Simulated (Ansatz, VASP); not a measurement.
# One calculation of ZnO, two programs

INCAR

```
SYSTEM = ZnO
PREC = Accurate
ENCUT = 910
EDIFF = 1E-8
ISMEAR = -1
SIGMA = 0.01
LREAL = .False.
LASPH = .True.
NELM = 120
ALGO = Normal
ISIF = 2
LWAVE = .False.
LCHARG = .False.
LEFG = .True.
NBANDS = 26
GGA_COMPAT = .False.
```

File KPOINTS:

```
Automatic mesh
0
Gamma
  8 8 5
  0 0 0
```

The input POSCAR:

```
ZnO
1.0
    3.2054825469      0.0000000000      0.0000000000
   -1.6027412734      2.7760293170      0.0000000000
    0.0000000000      0.0000000000      5.1334697570
Zn O
2 2
Direct
    0.3333333333      0.6666666667      0.0000000000
    0.6666666667      0.3333333333      0.5000000000
    0.3333333333      0.6666666667      0.3821000000
    0.6666666667      0.3333333333      0.8821000000
```

Input for Ansatz:

```yaml
crystal:
  lattice:
    - [3.2054825469, 0.0, 0.0]
    - [-1.6027412734, 2.776029317, 0.0]
    - [0.0, 0.0, 5.133469757]
  atoms:
    - { symbol: Zn, position: [0.3333333333, 0.6666666667, 0.0] }
    - { symbol: Zn, position: [0.6666666667, 0.3333333333, 0.5] }
    - { symbol: O, position: [0.3333333333, 0.6666666667, 0.3821] }
    - { symbol: O, position: [0.6666666667, 0.3333333333, 0.8821] }
kpoints:
  mp_grid: { grid: [8, 8, 5] }
scf:
  occupations: { method: fermi_dirac, width: 0.01 }
hamiltonian:
  xc: lda
  pseudopotentials: { kind: paw }
output:
  forces: true
  stress: true
  eigenvalues: true
  efg: { contact_densities: true }
```

Change from the starting cell: volume scaled by 0.96, PAW files.

Alike in both runs: task electric field gradients; functional LDA; k mesh 8 × 8 × 5; occupations fermi-dirac, width 0.01 eV; no spin polarisation.

|  | VASP | Ansatz |
| --- | --- | --- |
| version | VASP 6.6.1 | Ansatz 0.2.0 |
| potentials or method | VASP PAW LDA potentials, release 64 (Zn, O_h) | PAW with Ansatz's default frozen-core files, scalar-relativistic |
| plane-wave cutoff (eV) | 910 | 420 |
| valence electrons in the cell | 36 | 36 |

```tsv
	VASP	Ansatz	Ansatz less VASP
gap on the k mesh at the Fermi level (eV)	0.81	0.80	-0.010
rms of the force components (eV/Å)	0.024	0.023	-0.0009
size of Vzz on the site where it differs most (V/Å²)	8.3	7.8	-0.48
```

LDA's correlation is that of Perdew and Zunger in VASP and of Perdew and Wang (1992) in Ansatz. Atom by atom the forces differ by 0.001 eV/Å (rms over components).

Noted on VASP's run: the cutoff is short for stress, so the pressure is rough.
